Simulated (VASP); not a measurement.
Crystal: BaErB4.

```
Ba Er B
1.0
     3.25942    0.00000    0.00000
    -1.62971    2.82274    0.00000
     0.00000    0.00000    8.67373
Ba Er B
1 1 4
Direct
  0.00000 0.00000 0.00000
  0.00000 0.00000 0.50000
  0.66667 0.33333 0.28656
  0.33333 0.66667 0.28656
  0.66667 0.33333 0.71344
  0.33333 0.66667 0.71344
```

The cell was built from a structure type or drawn by symmetry, and may not be a known phase.

- Program: VASP 6.6.1
- Task: relaxation of cell and atoms
- Functional: PBE
- Potentials or basis: VASP PAW PBE potentials, release 64 (Ba_sv, Er_3, B), 4f in core
- Cutoff: 500 eV
- k mesh: 12 × 12 × 6
- Occupations: gaussian, width 0.1 eV
- Spin: no spin polarisation

At the start: pressure 2.9 GPa; volume 13.30 Å³/atom.

Task: Where does the relaxation end?

Result: Over 6 steps the energy falls by 3.2 meV/atom and the volume is 13.62 Å³/atom (+2.4 %); space group P6/mmm (No. 191, to 0.1 Å) before and after.

Step by step:
```
step  energy change (eV)  largest force (eV/Å)  pressure (GPa)  volume (Å³)
   1              0.0000                0.0412            2.92        79.80
   2             -0.0129                0.0880           -1.46        82.64
   3             -0.0172                0.0729           -0.05        81.68
   4             -0.0181                0.0520           -0.02        81.68
   5             -0.0187                0.0208            0.03        81.70
   6             -0.0190                0.0088            0.00        81.74
```

Final structure:
```
Ba Er B
1.0
     3.29021    0.00000    0.00000
    -1.64511    2.84941    0.00000
     0.00000    0.00000    8.71855
Ba Er B
1 1 4
Cartesian
  0.0000 0.0000 8.7186
  0.0000 0.0000 4.3593
  1.6451 0.9498 2.5102
  0.0000 1.8996 2.5102
  1.6451 0.9498 6.2083
  0.0000 1.8996 6.2083
```
